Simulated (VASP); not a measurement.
Runs of VASP 6.6.1 on TaN. The structure is that of space group R-3m (No. 166), or close to it. The cells are those of the table. 

```tsv
cell	gap on the mesh (eV)	pressure (GPa)
a = 3.075 Å, angles 64.0°, 2 atoms	none	-10.6
a = 3.038 Å, angles 68.1°, 2 atoms	none	(a)
a = 3.114 Å, angles 64.0°, 2 atoms	none	-20.2
a = 3.428 Å, angles 52.2°, 2 atoms	none	-19.1
a = 3.309 Å, angles 56.0°, 2 atoms	none	-20.2
```

Alike in all rows: task single point; level PBE; potentials or basis VASP PAW PBE potentials, release 64 (Ta_pv, N); no spin polarisation; k mesh 20 × 20 × 20; cutoff (eV) 520; smearing gaussian 0.15 eV.

Q: Estimate the missing entries.

A: (a) -19.4.

Caveats: the cell stands under tension; spin-orbit coupling is left out, which moves the levels of the heavy elements.

A k mesh can miss the band edges, and the runs leave out spin-orbit coupling on Ta.

A gap of «none» marks levels without a gap at the run's occupations.
